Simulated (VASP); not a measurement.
# LaGaRh3 (Pm-3m) in VASP: single point with PBE

Aim: the single point of LaGaRh3 with PBE.

Program: VASP 6.6.1. These are calculated values, not measurements. Logs are shortened: lines on timing, memory, paths and dates and some standing lists are left out, and cuts for length are marked.

## Step 1: The cell of the first run

Symmetry: Pm-3m, No. 221, cubic system. Conventional cell: a = 4.439 Å, b = 4.439 Å, c = 4.439 Å, α = 90.00°, β = 90.00°, γ = 90.00°. Within 2.9 Å of Ga (site symmetry m-3m) lie 6 Rh at 2.22 Å. Within 2.9 Å of Rh (site symmetry 4/mmm) lie 2 Ga at 2.22 Å. Within 4.1 Å of La (site symmetry m-3m) lie 12 Rh at 3.14 Å and 8 Ga at 3.84 Å.

## Step 2: Single point, PBE

File INCAR:

```
SYSTEM = LaGaRh3
ALGO = Normal
EDIFF = 1E-6
ENCUT = 520
GGA = PE
ISIF = 2
ISMEAR = -1
LASPH = .True.
LCHARG = .False.
LREAL = .False.
LWAVE = .False.
NBANDS = 42
NELM = 80
PREC = Accurate
SIGMA = 0.1
```

File KPOINTS:

```
k-points
0
Gamma
  8 8 8
  0 0 0
```

File POSCAR:

```
LaGaRh3
1.0
    4.4391710000      0.0000000000      0.0000000000
    0.0000000000      4.4391710000      0.0000000000
    0.0000000000      0.0000000000      4.4391710000
Ga Rh La
1 3 1
Direct
    0.5000000000      0.5000000000      0.5000000000
    0.0000000000      0.5000000000      0.5000000000
    0.5000000000      0.0000000000      0.5000000000
    0.5000000000      0.5000000000      0.0000000000
    0.0000000000      0.0000000000      0.0000000000
```

Potentials or basis: VASP PAW PBE potentials, release 64 (Ga_d, Rh_pv, La).

On the command line:

```sh
$ cat potpaw_PBE.64/Ga_d/POTCAR potpaw_PBE.64/Rh_pv/POTCAR potpaw_PBE.64/La/POTCAR > POTCAR
$ mpirun -np 1 vasp_std > vasp.out
```

OUTCAR:

```text
SYSTEM = LaGaRh3
   EDIFF = 1E-6
   ENCUT = 520
   GGA = PE
   ISIF = 2
   ISMEAR = -1
   LASPH = .True.
   LREAL = .False.
   NELM = 80
   PREC = Accurate

 ion  position               nearest neighbor table
   1  0.500  0.500  0.500-   2 2.22   3 2.22   4 2.22   4 2.22   3 2.22   2 2.22
   2  0.000  0.500  0.500-   1 2.22   1 2.22   4 3.14   5 3.14   4 3.14   5 3.14   3 3.14   5 3.14
                             5 3.14   3 3.14   3 3.14   4 3.14   4 3.14   3 3.14
   3  0.500  0.000  0.500-   1 2.22   1 2.22   4 3.14   5 3.14   4 3.14   5 3.14   2 3.14   2 3.14
                             4 3.14   4 3.14   2 3.14   5 3.14   5 3.14   2 3.14
   4  0.500  0.500  0.000-   1 2.22   1 2.22   3 3.14   5 3.14   2 3.14   2 3.14   3 3.14   3 3.14
                             5 3.14   3 3.14   2 3.14   5 3.14   2 3.14   5 3.14
   5  0.000  0.000  0.000-   2 3.14   3 3.14   4 3.14   2 3.14   3 3.14   2 3.14   4 3.14   2 3.14
                             3 3.14   4 3.14   3 3.14   4 3.14

  LATTYP: Found a simple cubic cell.
 ALAT       =     4.4391710000

  Lattice vectors:

 A1 = (   4.4391710000,   0.0000000000,   0.0000000000)
 A2 = (   0.0000000000,   4.4391710000,   0.0000000000)
 A3 = (   0.0000000000,   0.0000000000,   4.4391710000)

Analysis of symmetry for initial positions (statically):
=====================================================================
 Subroutine PRICEL returns:
 Original cell was already a primitive cell.

 Routine SETGRP: Setting up the symmetry group for a
 simple cubic supercell.

 Subroutine GETGRP returns: Found 48 space group operations
 (whereof 48 operations were pure point group operations)
 out of a pool of 48 trial point group operations.

The static configuration has the point symmetry O_h .

Analysis of symmetry for dynamics (positions and initial velocities):
=====================================================================
 Subroutine PRICEL returns:
 Original cell was already a primitive cell.

 Routine SETGRP: Setting up the symmetry group for a
 simple cubic supercell.

 Subroutine GETGRP returns: Found 48 space group operations
 (whereof 48 operations were pure point group operations)
 out of a pool of 48 trial point group operations.

The dynamic configuration has the point symmetry O_h .

 Subroutine INISYM returns: Found 48 space group operations
 (whereof 48 operations are pure point group operations),
 and found     1 'primitive' translations

----------------------------------------------------------------------------------------

                                     Primitive cell

  volume of cell :      87.4794

  direct lattice vectors                    reciprocal lattice vectors
     4.439171000  0.000000000  0.000000000     0.225267285  0.000000000  0.000000000
     0.000000000  4.439171000  0.000000000     0.000000000  0.225267285  0.000000000
     0.000000000  0.000000000  4.439171000     0.000000000  0.000000000  0.225267285

  length of vectors
     4.439171000  4.439171000  4.439171000     0.225267285  0.225267285  0.225267285

  position of ions in fractional coordinates (direct lattice)
     0.500000000  0.500000000  0.500000000
     0.000000000  0.500000000  0.500000000
     0.500000000  0.000000000  0.500000000
     0.500000000  0.500000000  0.000000000
     0.000000000  0.000000000  0.000000000

  ion indices of the primitive-cell ions
   primitive index   ion index
                 1           1
                 2           2
                 3           3
                 4           4
                 5           5

----------------------------------------------------------------------------------------

 KPOINTS: k-points

Automatic generation of k-mesh.
 Grid dimensions read from file:
 generate k-points for:    8    8    8

 Generating k-lattice:

  Cartesian coordinates                     Fractional coordinates (reciprocal lattice)
     0.028158411  0.000000000  0.000000000     0.125000000  0.000000000  0.000000000
     0.000000000  0.028158411  0.000000000     0.000000000  0.125000000  0.000000000
     0.000000000  0.000000000  0.028158411     0.000000000  0.000000000  0.125000000

  Length of vectors
     0.028158411  0.028158411  0.028158411

  Shift w.r.t. Gamma in fractional coordinates (k-lattice)
     0.000000000  0.000000000  0.000000000

 Subroutine IBZKPT returns following result:
 ===========================================

 Found     35 irreducible k-points:

 Following reciprocal coordinates:
            Coordinates               Weight
  0.000000  0.000000  0.000000      1.000000
  0.125000  0.000000  0.000000      6.000000
  0.250000  0.000000  0.000000      6.000000
  0.375000  0.000000  0.000000      6.000000
  0.500000  0.000000  0.000000      3.000000
  0.125000  0.125000  0.000000     12.000000
[... 16 lines left out ...]
  0.375000  0.375000  0.125000     24.000000
  0.500000  0.375000  0.125000     24.000000
 [... further k-points ...]
   k-points           NKPTS =     35   k-points in BZ     NKDIM =     35   number of bands    NBANDS=     42
   number of dos      NEDOS =    301   number of ions     NIONS =      5
   total plane-waves  NPLWV =  46656
   dimension x,y,z NGX =    36 NGY =   36 NGZ =   36
   dimension x,y,z NGXF=    72 NGYF=   72 NGZF=   72
   ions per type =               1   3   1
   NGX,Y,Z   is equivalent  to a cutoff of  13.48, 13.48, 13.48 a.u.
   NGXF,Y,Z  is equivalent  to a cutoff of  26.96, 26.96, 26.96 a.u.
 SYSTEM =  LaGaRh3
   PREC   = accura    normal or accurate (medium, high low for compatibility)
   ISTART =      0    job   : 0-new  1-cont  2-samecut
   ICHARG =      2    charge: 1-file 2-atom 10-const
   ISPIN  =      1    spin polarized calculation?
   LNONCOLLINEAR =      F non collinear calculations
   LSORBIT =      F    spin-orbit coupling
   LASPH  =      T    aspherical Exc in radial PAW
   ENCUT  =  520.0 eV  38.22 Ry    6.18 a.u.   8.25  8.25  8.25*2*pi/ulx,y,z
   NELM   =     80;   NELMIN=  2; NELMDL= -5     # of ELM steps
   EDIFF  = 0.1E-05   stopping-criterion for ELM
   LREAL  =      F    real-space projection
   EDIFFG = 0.1E-04   stopping-criterion for IOM
   NSW    =      0    number of steps for IOM
   IBRION =     -1    ionic relax: 0-MD 1-quasi-New 2-CG
   NFREE  =      0    steps in history (QN), initial steepest desc. (CG)
   ISIF   =      2    stress and relaxation
   ISYM   =      2    0-nonsym 1-usesym 2-fastsym
   POTIM  = 0.5000    time-step for ionic-motion
   TEBEG  =    0.0;   TEEND  =   0.0 temperature during run
   PSTRESS=    0.0 pullay stress
   NELECT =      69.0000    total number of electrons
   NUPDOWN=      -1.0000    fix difference up-down
   EMIN   =  10.00;   EMAX   =-10.00  energy-range for DOS
   EFERMI =   0.00;   METHOD = LEGACY
   ISMEAR =    -1;   SIGMA  =   0.10  broadening in eV -4-tet -1-fermi 0-gaus
   EFERMI_NEDOS =   21; number of points for ismear=-14 and -15
   IALGO  =     38    algorithm
   IMIX   =      4    mixing-type and parameters
     AMIX     =   0.40;   BMIX     =  1.00
     AMIX_MAG =   1.60;   BMIX_MAG =  1.00
  volume/ion in A,a.u.               =      17.50       118.07
  Fermi-wavevector in a.u.,A,eV,Ry     =   1.512595  2.858390 31.129362  2.287944
  Thomas-Fermi vector in A             =   2.622498
   LORBIT       =      0    0 simple, 1 ext, 2 COOP (PROOUT), +10 PAW based schemes
   GGA     = PE    functional components
   LHFCALC =     F    Hartree Fock is set to
   AEXX    =    0.0000 exact exchange contribution
   IVDW    =     0    specifies the selected vdW correction
   LEPSILON=     F    determine dielectric tensor
   LRPA    =     F    only Hartree local field effects (RPA)
 non-spin polarized calculation
  energy-cutoff  :      520.00
  volume of cell :       87.48
 maximum number of plane-waves:      2375
 NGX is ok and might be reduce to    36
   NGX = 17   NGY = 17   NGZ = 17

 number of electron      68.9999984 magnetization

 Free energy of the ion-electron system (eV)
  ---------------------------------------------------
  ext. energy  EPLUGINS =         0.00000000
  ---------------------------------------------------
  free energy    TOTEN  =       -30.25157349 eV

  energy without entropy =      -30.13066686  energy(sigma->0) =      -30.19112017

 E-fermi :   9.4555     XC(G=0): -12.2814

 val. band max:        9.4410728914   @ k =   0.2500   0.2500   0.1250
 cond. band min:       9.4747241404   @ k =   0.5000   0.5000   0.5000
 fundamental gap:      0.0336512489
 Fermi energy:         9.4555079633

 k-point     1 :       0.0000    0.0000    0.0000
  band No.  band energies     occupation
      1     -36.4302      2.00000
      2     -36.4302      2.00000
      3     -36.4302      2.00000
      4     -35.9448      2.00000
      5     -35.9448      2.00000
      6     -35.9448      2.00000
[... 34 lines left out ...]
     41      12.7316      0.00000
     42      12.7833      0.00000

 k-point     2 :       0.1250    0.0000    0.0000
  band No.  band energies     occupation
      1     -36.4304      2.00000
      2     -36.4297      2.00000
      3     -36.4297      2.00000
      4     -35.9459      2.00000
      5     -35.9447      2.00000
      6     -35.9447      2.00000
[... 34 lines left out ...]
     41      12.7476      0.00000
     42      12.7837      0.00000

 k-point     3 :       0.2500    0.0000    0.0000
  band No.  band energies     occupation
      1     -36.4310      2.00000
      2     -36.4287      2.00000
      3     -36.4287      2.00000
      4     -35.9485      2.00000
      5     -35.9443      2.00000
      6     -35.9443      2.00000
[... 34 lines left out ...]
     41      12.6504      0.00000
     42      12.8633      0.00000

 k-point     4 :       0.3750    0.0000    0.0000
  band No.  band energies     occupation
      1     -36.4317      2.00000
      2     -36.4276      2.00000
      3     -36.4276      2.00000
      4     -35.9512      2.00000
      5     -35.9438      2.00000
      6     -35.9438      2.00000
[... 844 lines left out ...]
     41      12.8147      0.00000
     42      12.8617      0.00000

 k-point    23 :       0.3750    0.3750    0.1250
  band No.  band energies     occupation
      1     -36.4843      2.00000
      2     -36.4154      2.00000
      3     -36.3884      2.00000
      4     -35.9817      2.00000
      5     -35.9590      2.00000
      6     -35.9584      2.00000
[... 34 lines left out ...]
     41      12.8167      0.00000
     42      12.8432      0.00000

 k-point    24 :       0.5000    0.3750    0.1250
  band No.  band energies     occupation
      1     -36.4882      2.00000
      2     -36.4150      2.00000
      3     -36.3852      2.00000
      4     -35.9848      2.00000
      5     -35.9604      2.00000
      6     -35.9587      2.00000
[... 34 lines left out ...]
     41      12.8058      0.00000
     42      12.8524      0.00000

 [... further k-points ...]
[... 5 lines left out ...]
  --------------------------------------------------------------------------------------
  -------------------------------------------------------------------------------------
  Total       11.0673198     11.0673198     11.0673198      0.0000000      0.0000000      0.0000000
  in kB      202.6970457    202.6970457    202.6970457      0.0000000      0.0000000      0.0000000
  external PRESSURE =     202.6970457 kB  Pullay stress =       0.0000000 kB

 VOLUME and BASIS-vectors are now :
 -----------------------------------------------------------------------------
  energy-cutoff  :      520.00
  volume of cell :       87.48
      direct lattice vectors                 reciprocal lattice vectors
     4.439171000  0.000000000  0.000000000     0.225267285  0.000000000  0.000000000
     0.000000000  4.439171000  0.000000000     0.000000000  0.225267285  0.000000000
     0.000000000  0.000000000  4.439171000     0.000000000  0.000000000  0.225267285

 POSITION                                       TOTAL-FORCE (eV/Angst)
 -----------------------------------------------------------------------------------
      2.21959      2.21959      2.21959         0.000000      0.000000      0.000000
      0.00000      2.21959      2.21959         0.000000      0.000000      0.000000
      2.21959      0.00000      2.21959         0.000000      0.000000      0.000000
      2.21959      2.21959      0.00000         0.000000      0.000000      0.000000
      0.00000      0.00000      0.00000         0.000000      0.000000      0.000000
 -----------------------------------------------------------------------------------
    total drift:                                0.000000      0.000000      0.000000

  FREE ENERGIE OF THE ION-ELECTRON SYSTEM (eV)
  ---------------------------------------------------
  free  energy   TOTEN  =       -30.2515734921 eV

  energy  without entropy=      -30.1306668569  energy(sigma->0) =      -30.19112017
```

Run time: 2 min. Hardware: 1 thread of Intel Xeon Platinum 8259CL at 2.50GHz (Skylake/Cascade Lake), shared host; peak memory 0.29 GiB.

Results:

```
Free energy            : -30.2516 eV
Pressure               : 20.3 GPa
Band gap on the k mesh : zero (an odd number of electrons rules out a gap without spin polarisation)
```

Levels at points of the mesh, in eV from the Fermi level:
```
           k point  band 32  band 33  band 34  band 35  band 36  band 37  band 38  band 39
(0.00, 0.00, 0.00)     0.07     0.07     0.24     0.48     0.48     0.48     3.09     3.09
(0.50, 0.00, 0.00)    -0.89    -0.89    -0.50     0.07     1.78     1.78     2.99     3.06
(0.50, 0.50, 0.00)    -1.10    -1.05    -0.81    -0.25     1.36     1.36     3.01     3.01
(0.50, 0.50, 0.50)     0.02     0.02     0.02     1.74     1.74     1.74     2.34     2.34
```

Caveat: the cell stands under pressure; spin-orbit coupling is left out, which moves the levels of the heavy elements.

The gap in the log of VASP goes by the Fermi energy; the results here count the filled bands.